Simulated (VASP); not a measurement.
Write the native input for VASP 6.6.1 that does the following.

| Item | Value |
| --- | --- |
| Task | single point |
| Functional | RPBE |
| Potentials or basis | VASP PAW PBE potentials, release 64 (Ba_sv) |
| Cutoff | 520 eV |
| k mesh | 6 × 6 × 8 |
| Occupations | fermi-dirac, width 0.1 eV |
| Spin | no spin polarisation |
| Dipole correction | no |
| Further INCAR settings | ALGO = Normal; EDIFF = 1e-06; NBANDS = 22 |

The structure of Ba lies in POSCAR:

```
Ba
1.0
    7.0952005081      0.0000000000      0.0000000000
   -3.5476002540      6.1446238850      0.0000000000
    0.0000000000      0.0000000000      4.2152599048
Ba
3
Direct
    1.0000000000      0.0000000000      1.0000000000
    0.3333333333      0.6666666667      0.5000000000
    0.6666666667      0.3333333333      0.5000000000
```

This isn't the form of Ba at room conditions, which is bcc.

One way to write it, as run:

INCAR

```
ALGO     = Normal         # electronic algorithm
EDIFF    = 1E-6           # SCF threshold, eV
ENCUT    = 520            # plane-wave cutoff, eV
GGA      = RP             # functional
ISIF     = 2              # what is computed and relaxed
ISMEAR   = -1             # smearing method
LASPH    = T              # aspherical terms in the spheres
LCHARG   = T              # write CHGCAR
LELF     = T              # ELF
LREAL    = F              # projectors in reciprocal space
LVHAR    = T            
LWAVE    = F              # write WAVECAR
NBANDS   = 22             # bands
NELM     = 100            # most SCF steps
PREC     = Accurate       # precision mode
SIGMA    = 0.1            # smearing width, eV
```

KPOINTS

```
k-points
0
Gamma
  6 6 8
```

Potentials or basis: VASP PAW PBE potentials, release 64 (Ba_sv).

Launch:

```bash
$ cat potpaw_PBE.64/Ba_sv/POTCAR > POTCAR
$ mpirun -np 1 vasp_std > vasp.out
```

Results of the run:

The pressure is 1.2 GPa and the band gap on the k mesh is zero (bands 15 and 16 overlap by 0.62 eV).

Caveat: the PAW data sets were made with another functional, which shifts forces and pressure a little; spin-orbit coupling is left out, which moves the levels of the heavy elements.

It took 52 s on 1 thread of AMD EPYC 9R45 96-Core Processor (Zen 5) (shared host), peak memory 0.31 GiB.
